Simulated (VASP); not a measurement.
Input of a VASP 6.6.1 run:

INCAR

```
SYSTEM = Si5Mo3
PREC = Accurate ; ENCUT = 400
EDIFF = 1E-6 ; ISMEAR = -1
SIGMA = 0.2671 ; LREAL = Auto
LASPH = .TRUE. ; NELM = 120
ALGO = Normal ; ISIF = 2
LWAVE = .FALSE. ; LCHARG = .FALSE.
GGA = PE ; ISYM = -1
NBANDS = 111 ; GGA_COMPAT = .FALSE.
```

KPOINTS

```
explicit points
1
Reciprocal
  0.25000000   0.25000000   0.25000000 1
```

File POSCAR:

```
Si5Mo3
1.0
    7.4574090000      0.0809830000      0.1775480000
    0.0809830000      6.8034930000      0.1053960000
    0.1775480000      0.1053960000      7.5398230000
Si Mo
15 9
Direct
   -0.0359207991      0.0849258980      0.7474403333
    0.5380115922      0.0565252708      0.2459668590
    0.7848850819      0.6199623661      0.5752783149
    0.3583243329      0.3467856017      0.7039964222
    0.3331212627      0.6736496637      0.6378237269
    0.1406769680      0.4329071129      0.9490402371
    0.3054425308      0.0511174522      0.8638479596
    0.6530681099      0.9596956779      0.5987111339
    0.4034083848      0.7006027882     -0.0433924090
    0.3220652324      1.0663950990      0.4879748748
    0.6602119030      0.2863906502      0.8106880318
    0.6353710023      0.7443112538      0.2110359514
    0.2474069742      0.6309124525      0.2924663799
    0.6555211374      0.0298766979      0.9718682585
    0.5146483702      0.5193250297      0.3949867829
    0.7447627848      0.2737207860      0.5167029493
    0.8802607042      0.9554057394      0.1763595152
    0.7700409237      0.6132143764      0.9379488659
    0.0866357271      0.7933983142      0.9500370222
    0.5224712208      0.3593641805      0.1103365069
    0.8889202066      0.4821107958      0.2553431885
    0.1556584124      0.2308836101      0.2634662579
    0.0723409069      0.3874642287      0.5790110506
    0.0240392792      0.8788719173      0.4901636669
```

Potentials or basis: VASP PAW PBE potentials, release 64 (Si, Mo_sv).

Command:

```sh
$ cat potpaw_PBE.64/Si/POTCAR potpaw_PBE.64/Mo_sv/POTCAR > POTCAR
$ mpirun -np 1 vasp_std > vasp.out
```

(1) What does it give for the pressure?

(2) What does it give for the largest force?

## Answers

(1) 4.1 GPa.

(2) 3.386 eV/Å.

Caveat: the atoms stand as in a frame of molecular dynamics; so wide a smearing shifts energies and pressures.
